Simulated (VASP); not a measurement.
Wanted: the native input for a VASP 6.6.1 run.

| Item | Value |
| --- | --- |
| Task | single point |
| Functional | PBE |
| Potentials or basis | VASP PAW PBE potentials, release 64 (Pt) |
| Cutoff | 520 eV |
| k mesh | 12 × 12 × 12 |
| Occupations | fermi-dirac, width 0.05 eV |
| Spin | no spin polarisation |
| Dipole correction | no |
| Further INCAR settings | ALGO = Normal; EDIFF = 1e-07; NBANDS = 11 |

The structure of Pt lies in POSCAR:

```
Pt
1.0
    0.0000000000      2.0140000000      2.0140000000
    2.0140000000      0.0000000000      2.0140000000
    2.0140000000      2.0140000000      0.0000000000
Pt
1
Direct
    0.0000000000      0.0000000000      0.0000000000
```

These files were run (other wordings do the same):

INCAR

```
PREC = Accurate ; ENCUT = 520
EDIFF = 1E-7 ; ISMEAR = -1
SIGMA = 0.05 ; LREAL = F
LASPH = T ; NELM = 80
ALGO = Normal ; ISIF = 2
LWAVE = F ; LCHARG = F
GGA = PE ; NBANDS = 11
```

KPOINTS

```
regular mesh
0
Gamma
  12 12 12
```

Potentials or basis: VASP PAW PBE potentials, release 64 (Pt).

Command:

```bash
$ cat potpaw_PBE.64/Pt/POTCAR > POTCAR
$ mpirun -np 1 vasp_std > vasp.out
```

Results of the run:

The pressure is -9.9 GPa. The band gap on the k mesh is zero (band 5 reaches 10.21 eV, above the bottom of band 6 at 8.28 eV).

Caveat: spin-orbit coupling is left out, which moves the levels of the heavy elements.

It took 8.6 s on 1 thread of Intel(R) Xeon(R) Platinum 8375C CPU @ 2.90GHz (Ice Lake), on a shared host, peak memory 0.15 GiB.
